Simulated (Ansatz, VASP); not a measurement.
## Two plane-wave programs on Ta2Si

File INCAR:

```
SYSTEM = Ta2Si
  PREC = Accurate
  ENCUT = 520
  EDIFF = 1E-6
  ISMEAR = 0
  SIGMA = 0.15
  LREAL = .FALSE.
  LASPH = .TRUE.
  NELM = 80
  ALGO = Fast
  ISIF = 2
  LWAVE = .FALSE.
  LCHARG = .TRUE.
  GGA = PS
  LELF = .TRUE.
  LVHAR = .TRUE.
  NBANDS = 35
```

The input KPOINTS:

```
regular mesh
0
G
  12 12 12
  0 0 0
```

File POSCAR:

```
Ta2Si
1.0
   -3.1911117883      3.1911117883      2.3183074125
    3.1911117883     -3.1911117883      2.3183074125
    3.1911117883      3.1911117883     -2.3183074125
Ta Si
4 2
Direct
    0.6630661939      0.8369338061      0.5000000000
    0.8369338061      0.3369338061      0.1738676123
    0.3369338061      0.1630661939      0.5000000000
    0.1630661939      0.6630661939      0.8261323878
    0.2500000000      0.2500000000      0.0000000000
    0.7500000000      0.7500000000      0.0000000000
```

Input for Ansatz:

```yaml
crystal:
  lattice:
    - [-3.1911117883, 3.1911117883, 2.3183074125]
    - [3.1911117883, -3.1911117883, 2.3183074125]
    - [3.1911117883, 3.1911117883, -2.3183074125]
  atoms:
    - { symbol: Ta, position: [0.6630661939, 0.8369338061, 0.5] }
    - { symbol: Ta, position: [0.8369338061, 0.3369338061, 0.1738676123] }
    - { symbol: Ta, position: [0.3369338061, 0.1630661939, 0.5] }
    - { symbol: Ta, position: [0.1630661939, 0.6630661939, 0.8261323878] }
    - { symbol: Si, position: [0.25, 0.25, 0.0] }
    - { symbol: Si, position: [0.75, 0.75, 0.0] }
basis:
  ecutwfc: 420
kpoints:
  mp_grid: { grid: [12, 12, 12] }
hamiltonian:
  xc: pbesol
scf:
  occupations: { method: gaussian, width: 0.15 }
output:
  forces: true
  stress: true
  eigenvalues: true
```

Change from the starting cell: strain +0.040 along x and y, -0.080 along z, atoms carried along.

Alike in both runs: task single point; functional PBEsol; k mesh 12 × 12 × 12; occupations gaussian, width 0.15 eV; no spin polarisation.

|  | VASP | Ansatz |
| --- | --- | --- |
| version | VASP 6.6.1 | Ansatz 0.2.0 |
| potentials or method | VASP PAW PBE potentials, release 64 (Ta_pv, Si), cutoff 520 eV | scalar-relativistic, plane waves, PAW |
| valence electrons in the cell | 52 | 60 |

VASP gave:

```
gap on the k mesh at the Fermi level (eV)                     : none
pressure (GPa)                                                : 3.3
traceless stress, the component that is largest in VASP (GPa) : 22.01
rms of the force components (eV/Å)                            : 0.079
```

Q: What did Ansatz give for the same quantities?

A: gap on the k mesh at the Fermi level (eV): none; pressure (GPa): 3.0; traceless stress, the component that is largest in VASP (GPa): 22.05; rms of the force components (eV/Å): 0.075.

VASP's potentials were made for PBE, not for PBEsol. Atom by atom the forces differ by 0.003 eV/Å (rms over components). A gap of «none» marks a metal or a gap that the smearing closes. VASP's potentials hold 52 valence electrons a cell and Ansatz's 60, so a difference there can come from the potentials and not from the codes.

Neither program's run includes spin-orbit coupling.
